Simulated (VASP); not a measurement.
Write the native input for VASP 6.6.1 that does the following.

```
Task                   : single point
Functional             : PBE
Dispersion             : D3(BJ)
Potentials or basis    : VASP PAW PBE potentials, release 64 (Rb_sv)
Cutoff                 : 520 eV
k mesh                 : 12 × 12 × 6
Occupations            : gaussian, width 0.15 eV
Spin                   : no spin polarisation
Dipole correction      : no
Further INCAR settings : ALGO = Fast; EDIFF = 1e-07; NBANDS = 16
```

The structure of Rb lies in POSCAR:

```
Rb
1.0
    2.4668755212     -4.3172662103      0.0000000000
    2.4668755212      4.3172662103      0.0000000000
    0.0000000000      0.0000000000      8.5209061843
Rb
2
Direct
    0.8359965595      0.1640034405      0.7500000000
    0.1640034405      0.8359965595      0.2500000000
```

One way to write it, as run:

INCAR

```
ALGO     = Fast           # electronic algorithm
EDIFF    = 1E-7           # SCF threshold, eV
ENCUT    = 520            # plane-wave cutoff, eV
GGA      = PE             # functional
ISIF     = 2              # what is computed and relaxed
ISMEAR   = 0              # smearing method
IVDW     = 12             # dispersion correction
LASPH    = True           # aspherical terms in the spheres
LCHARG   = True           # write CHGCAR
LELF     = True           # ELF
LREAL    = False          # projectors in reciprocal space
LVHAR    = True         
LWAVE    = False          # write WAVECAR
NBANDS   = 16             # bands
NELM     = 100            # most SCF steps
PREC     = Accurate       # precision mode
SIGMA    = 0.15           # smearing width, eV
```

KPOINTS

```
k-points
0
Gamma
  12 12 6
```

Potentials or basis: VASP PAW PBE potentials, release 64 (Rb_sv).

The run is started by

```bash
$ cat potpaw_PBE.64/Rb_sv/POTCAR > POTCAR
$ mpirun -np 1 vasp_std > vasp.out
```

Results of the run:

| Quantity | Value |
| --- | --- |
| Pressure | -0.2 GPa |
| Band gap on the k mesh | zero (bands 9 and 10 overlap by 2.45 eV) |
| Dispersion energy per atom | -0.102 eV |

Wall time 5.4 min on 1 thread of Intel(R) Xeon(R) 6975P-C (Granite Rapids), with other jobs on the host, peak memory 0.59 GiB.
